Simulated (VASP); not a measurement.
# CaMg (P-6m2) in VASP: a series of runs, part 2 of 2

VASP 6.6.1. Earlier steps stand in the parts before.

**3. Single point, LDA (strain -0.030 along x and y, -0.015 along z)**

Input file INCAR:

```
SYSTEM = CaMg
PREC = Accurate ; ENCUT = 520
EDIFF = 1E-7 ; ISMEAR = 0
SIGMA = 0.15 ; LREAL = .FALSE.
LASPH = .TRUE. ; NELM = 100
ALGO = Normal ; ISIF = 2
LWAVE = .FALSE. ; LCHARG = .FALSE.
NBANDS = 13
```

Input file KPOINTS:

```
regular mesh
0
G
  15 15 8
  0 0 0
```

Input file POSCAR:

```
CaMg
1.0
    3.5580749875      0.0000000000      0.0000000000
   -1.7790374937      3.0813833277      0.0000000000
    0.0000000000      0.0000000000      5.5379635300
Ca Mg
1 1
Direct
    0.0000000000      0.0000000000      0.5000000000
    0.6666666667      0.3333333333      0.0000000000
```

Potentials or basis: VASP PAW LDA potentials, release 64 (Ca_sv, Mg).

Launch:

```bash
$ cat potpaw_LDA.64/Ca_sv/POTCAR potpaw_LDA.64/Mg/POTCAR > POTCAR
$ mpirun -np 1 vasp_std > vasp.out
```

Run time: 46 s. Hardware: 1 thread of AMD EPYC 9R45 (Zen 5), shared host; peak memory 0.21 GiB.

It converged, with:

- Free energy: -3.9732 eV
- Pressure: -0.4 GPa
- Band gap on the k mesh: zero (bands 6 and 7 overlap by 0.75 eV)

Stress tensor (GPa, compression positive):
```
-0.09  0.00  0.00
 0.00 -0.09  0.00
 0.00  0.00 -1.04
```

Levels at points of the mesh, in eV from the Fermi level:
```
           k point  band 2  band 3  band 4  band 5  band 6  band 7  band 8  band 9  band 10  band 11
(0.00, 0.00, 0.00)  -22.38  -22.25  -22.25   -5.36   -0.92   -0.36    2.63    2.63     4.02     4.02
(0.00, 0.00, 0.50)  -22.39  -22.25  -22.25   -4.42   -3.50    1.45    2.66    2.66     3.90     3.90
```

Caveat: the cell differs from its parent crystal (strain -0.030 along x and y, -0.015 along z).

**4. Single point, LDA (strain -0.030 along x and y, +0.000 along z)**

Input file INCAR:

```
SYSTEM = CaMg
  PREC = Accurate
  ENCUT = 520
  EDIFF = 1E-6
  ISMEAR = 0
  SIGMA = 0.15
  LREAL = .FALSE.
  LASPH = .TRUE.
  NELM = 80
  ALGO = Normal
  ISIF = 2
  LWAVE = .FALSE.
  LCHARG = .FALSE.
  NBANDS = 13
```

KPOINTS is that of step 3.

POSCAR, as its differences from that of step 3:

```diff
@@ -4,3 +4,3 @@
    -1.7790374937      3.0813833277      0.0000000000
-    0.0000000000      0.0000000000      5.5379635300
+    0.0000000000      0.0000000000      5.6222980000
 Ca Mg
```

Potentials or basis: VASP PAW LDA potentials, release 64 (Ca_sv, Mg).

Launch:

```bash
$ cat potpaw_LDA.64/Ca_sv/POTCAR potpaw_LDA.64/Mg/POTCAR > POTCAR
$ mpirun -np 1 vasp_std > vasp.out
```

OUTCAR:

```text
SYSTEM = CaMg
   PREC = Accurate
   ENCUT = 520
   EDIFF = 1E-6
   ISMEAR = 0
   LREAL = .FALSE.
   LASPH = .TRUE.
   NELM = 80
   ISIF = 2

 ion  position               nearest neighbor table
   1  0.000  0.000  0.500-
   2  0.667  0.333  0.000-

  LATTYP: Found a hexagonal cell.
 ALAT       =     3.5580749875
 C/A-ratio  =     1.5801516325

  Lattice vectors:

 A1 = (   3.5580749875,   0.0000000000,   0.0000000000)
 A2 = (  -1.7790374937,   3.0813833277,   0.0000000000)
[... 570 lines left out ...]
------------------------ aborting loop because EDIFF is reached ----------------------------------------

  FORCE on cell =-STRESS in cart. coord.  units (eV):
  Direction    XX          YY          ZZ          XY          YZ          ZX
  --------------------------------------------------------------------------------------
  -------------------------------------------------------------------------------------
  Total       -0.1049739     -0.1049739     -0.7401336     -0.0000000      0.0000000      0.0000000
  in kB       -2.7284575     -2.7284575    -19.2373850     -0.0000000      0.0000000      0.0000000
  external PRESSURE =      -8.2314333 kB  Pullay stress =       0.0000000 kB

 VOLUME and BASIS-vectors are now :
 -----------------------------------------------------------------------------
  energy-cutoff  :      520.00
  volume of cell :       61.64
      direct lattice vectors                 reciprocal lattice vectors
     3.558074987  0.000000000  0.000000000     0.281050850  0.162264784  0.000000000
    -1.779037494  3.081383328  0.000000000     0.000000000  0.324529568  0.000000000
     0.000000000  0.000000000  5.622298000     0.000000000  0.000000000  0.177863215

 POSITION                                       TOTAL-FORCE (eV/Angst)
 -----------------------------------------------------------------------------------
      0.00000      0.00000      2.81115        -0.000000      0.000000      0.000000
      1.77904      1.02713      0.00000         0.000000      0.000000      0.000000
 -----------------------------------------------------------------------------------
    total drift:                               -0.000000      0.000000      0.000000

  FREE ENERGIE OF THE ION-ELECTRON SYSTEM (eV)
  ---------------------------------------------------
  free  energy   TOTEN  =        -3.9647561176 eV

  energy  without entropy=       -3.9500022213  energy(sigma->0) =       -3.95737917
```

OSZICAR:

```text
N       E                     dE             d eps       ncg     rms          rms(c)
DAV:   1     0.753781390010E+02    0.75378E+02   -0.57603E+03  3510   0.790E+02
DAV:   2    -0.111188332956E+00   -0.75489E+02   -0.74185E+02  3970   0.210E+02
DAV:   3    -0.405641241415E+01   -0.39452E+01   -0.39029E+01  6509   0.378E+01
DAV:   4    -0.415066026315E+01   -0.94248E-01   -0.94185E-01  4167   0.501E+00
DAV:   5    -0.415279826867E+01   -0.21380E-02   -0.21377E-02  5409   0.609E-01    0.235E+00
DAV:   6    -0.397357629125E+01    0.17922E+00   -0.54829E-01  4310   0.303E+00    0.157E+00
DAV:   7    -0.396795312984E+01    0.56232E-02   -0.20518E-02  4493   0.103E+00    0.878E-01
DAV:   8    -0.396477815483E+01    0.31750E-02   -0.70629E-03  3835   0.889E-01    0.438E-02
DAV:   9    -0.396476582725E+01    0.12328E-04   -0.43922E-04  5679   0.127E-01    0.334E-02
DAV:  10    -0.396475718141E+01    0.86458E-05   -0.46754E-05  4048   0.719E-02    0.246E-02
DAV:  11    -0.396475625932E+01    0.92209E-06   -0.11006E-05  4215   0.353E-02    0.362E-03
DAV:  12    -0.396475611762E+01    0.14170E-06   -0.36391E-07  2480   0.461E-03
   1 F= -.39647561E+01 E0= -.39573792E+01  d E =-.147539E-01
```

stdout:

```text
POSCAR found type information on POSCAR CaMg
 POSCAR found :  2 types and       2 ions
 scaLAPACK will be used
 LDA part: xc-table for (Slater(with rela. corr.)+CA(PZ))
 , standard interpolation
 POSCAR, INCAR and KPOINTS ok, starting setup
 FFT: planning ... GRIDC
 FFT: planning ... GRID_SOFT
 FFT: planning ... GRID
 WAVECAR not read
 entering main loop
```

Wall time 40 s (1 thread of AMD EPYC 9R45 (Zen 5), shared host); peak memory 0.22 GiB.

What came out:

| Item | Value |
| --- | --- |
| Free energy | -3.9648 eV |
| Pressure | -0.8 GPa |
| Band gap on the k mesh | zero (bands 6 and 7 overlap by 0.77 eV) |

Caveat: the cell differs from its parent crystal (strain -0.030 along x and y, +0.000 along z).

**5. Single point, LDA (strain -0.030 along x and y, +0.015 along z)**

Input file INCAR:

```
ALGO = Normal
EDIFF = 1E-6
ENCUT = 520
ISIF = 2
ISMEAR = 0
LASPH = T
LCHARG = T
LELF = T
LREAL = F
LVHAR = T
LWAVE = F
NBANDS = 13
NELM = 60
PREC = Accurate
SIGMA = 0.15
```

Input file KPOINTS:

```
k-points
0
Gamma
  15 15 8
```

POSCAR, as its differences from that of step 4:

```diff
@@ -4,3 +4,3 @@
    -1.7790374937      3.0813833277      0.0000000000
-    0.0000000000      0.0000000000      5.6222980000
+    0.0000000000      0.0000000000      5.7066324700
 Ca Mg
```

Launch:

```bash
$ cat potpaw_LDA.64/Ca_sv/POTCAR potpaw_LDA.64/Mg/POTCAR > POTCAR
$ mpirun -np 1 vasp_std > vasp.out
```

Wall time 41 s (1 thread of AMD EPYC 9R45 (Zen 5), shared host); peak memory 0.22 GiB.

It converged, with:

- Free energy: -3.9514 eV
- Pressure: -1.2 GPa
- Band gap on the k mesh: zero (bands 6 and 7 overlap by 0.83 eV)

Stress tensor (GPa, compression positive):
```
-0.43  0.00  0.00
 0.00 -0.43  0.00
 0.00  0.00 -2.74
```

Levels at points of the mesh, in eV from the Fermi level:
| k point | band 4 | band 5 | band 6 | band 7 | band 8 | band 9 |
| --- | --- | --- | --- | --- | --- | --- |
| (0.00, 0.00, 0.00) | -22.31 | -5.28 | -1.05 | -0.51 | 2.61 | 2.61 |
| (0.00, 0.00, 0.50) | -22.31 | -4.42 | -3.50 | 1.29 | 2.63 | 2.63 |

Caveat: the cell differs from its parent crystal (strain -0.030 along x and y, +0.015 along z).

**6. Single point, LDA (strain +0.000 along x and y, +0.030 along z)**

Input file INCAR:

```
  PREC = Accurate
  ENCUT = 520
  EDIFF = 1E-6
  ISMEAR = 0
  SIGMA = 0.15
  LREAL = False
  LASPH = True
  NELM = 100
  ALGO = Normal
  ISIF = 2
  LWAVE = False
  LCHARG = False
  NBANDS = 13
```

Input file KPOINTS:

```
regular mesh
0
Gamma
  15 15 8
```

Input file POSCAR:

```
CaMg
1.0
    3.6681185438      0.0000000000      0.0000000000
   -1.8340592719      3.1766838430      0.0000000000
    0.0000000000      0.0000000000      5.7909669400
Ca Mg
1 1
Direct
    0.0000000000      0.0000000000      0.5000000000
    0.6666666667      0.3333333333      0.0000000000
```

Potentials or basis: VASP PAW LDA potentials, release 64 (Ca_sv, Mg).

Launch:

```bash
$ cat potpaw_LDA.64/Ca_sv/POTCAR potpaw_LDA.64/Mg/POTCAR > POTCAR
$ mpirun -np 1 vasp_std > vasp.out
```

It took 52 s on 1 thread of AMD EPYC 9R45 (Zen 5), shared host; peak memory 0.23 GiB.

Results (log left out):

```
Free energy            : -3.9024 eV
Pressure               : -2.5 GPa
Band gap on the k mesh : zero (bands 6 and 7 overlap by 0.80 eV)
```

Stress tensor (GPa, compression positive):
```
-1.92  0.00  0.00
 0.00 -1.92  0.00
 0.00  0.00 -3.80
```

Levels at points of the mesh, in eV from the Fermi level:
| k point | band 4 | band 5 | band 6 | band 7 | band 8 | band 9 |
| --- | --- | --- | --- | --- | --- | --- |
| (0.00, 0.00, 0.00) | -22.51 | -5.07 | -0.97 | -0.44 | 2.49 | 2.49 |
| (0.00, 0.00, 0.50) | -22.51 | -4.23 | -3.38 | 1.35 | 2.52 | 2.52 |

Caveat: the cell differs from its parent crystal (strain +0.000 along x and y, +0.030 along z).

**7. Overview**

| cell | gap on the mesh (eV) | pressure (GPa) |
| --- | --- | --- |
| a = 3.558, b = 3.558, c = 5.454 Å, angles 90.0, 90.0, 120.0°, 2 atoms | none | 0.1 |
| a = 3.558, b = 3.558, c = 5.538 Å, angles 90.0, 90.0, 120.0°, 2 atoms | none | -0.4 |
| a = 3.558, b = 3.558, c = 5.622 Å, angles 90.0, 90.0, 120.0°, 2 atoms | none | -0.8 |
| a = 3.558, b = 3.558, c = 5.707 Å, angles 90.0, 90.0, 120.0°, 2 atoms | none | -1.2 |
| a = 3.668, b = 3.668, c = 5.791 Å, angles 90.0, 90.0, 120.0°, 2 atoms | none | -2.5 |

Alike in all rows: task single point; level LDA; potentials or basis VASP PAW LDA potentials, release 64 (Ca_sv, Mg); no spin polarisation; k mesh 15 × 15 × 8; cutoff (eV) 520; smearing gaussian 0.15 eV.

Total energies depend on the potentials used, so only differences within one code and one set of settings carry meaning.
